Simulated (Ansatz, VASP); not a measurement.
**Two plane-wave programs on GaSb**

```
CELL_PARAMETERS angstrom
0.00000 3.43378 2.42769
3.43378 0.00000 2.42769
3.43378 3.43378 0.00000
ATOMIC_POSITIONS crystal
Ga 0.00000 0.00000 0.00000
Sb 0.75000 0.75000 0.75000
```

Alike in both runs: task single point; functional LDA; k mesh 16 × 16 × 16; occupations gaussian, width 0.15 eV; no spin polarisation.

```csv
,VASP,Ansatz
version,VASP 6.6.1,Ansatz 0.2.0
potentials or method,"VASP PAW LDA potentials, release 64 (Ga_d, Sb), cutoff 520 eV","scalar-relativistic, plane waves, PAW"
valence electrons in the cell,18,28
```

Ansatz gave:

```
gap on the k mesh at the Fermi level (eV)                     : none
pressure (GPa)                                                : -3.5
traceless stress, the component that is largest in VASP (GPa) : 3.90
```

Estimate VASP's values.

gap on the k mesh at the Fermi level (eV): none; pressure (GPa): -3.4; traceless stress, the component that is largest in VASP (GPa): 3.86.

LDA's correlation is that of Perdew and Zunger in VASP and of Perdew and Wang (1992) in Ansatz. A gap of «none» marks a metal or a gap that the smearing closes. VASP's potentials hold 18 valence electrons a cell and Ansatz's 28, so a difference there can come from the potentials and not from the codes.

Neither program's run includes spin-orbit coupling.
